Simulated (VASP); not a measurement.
A run of VASP 6.6.1:

Contents of INCAR:

```
ALGO = Normal ; EDIFF = 1E-8
ENCUT = 400 ; GGA = PE
GGA_COMPAT = False ; ISIF = 2
ISMEAR = -1 ; LASPH = True
LCHARG = False ; LEFG = True
LREAL = False ; LWAVE = False
NBANDS = 19 ; NELM = 120
PREC = Accurate ; SIGMA = 0.03
```

File KPOINTS:

```
k-points
0
Gamma
  10 10 10
```

POSCAR

```
K2S
1.0
    0.0000000000      3.7062821734      3.7062821734
    3.7062821734      0.0000000000      3.7062821734
    3.7062821734      3.7062821734      0.0000000000
S K
1 2
Direct
    0.0000000000      0.0000000000      0.0000000000
    0.2500000000      0.2500000000      0.2500000000
    0.7500000000      0.7500000000      0.7500000000
```

Potentials or basis: VASP PAW PBE potentials, release 64 (S, K_sv).

Run with:

```bash
$ cat potpaw_PBE.64/S/POTCAR potpaw_PBE.64/K_sv/POTCAR > POTCAR
$ mpirun -np 1 vasp_std > vasp.out
```

Hardware: 1 thread of Oxide Virtual Turin-like Processor, with other jobs on the host.

**Question.** Estimate the wall time of this run.

**Answer.** Wall time 2.3 min on 1 thread of Oxide Virtual Turin-like Processor, with other jobs on the host, peak memory 0.19 GiB. Counts: scf iterations 21, k points 47.
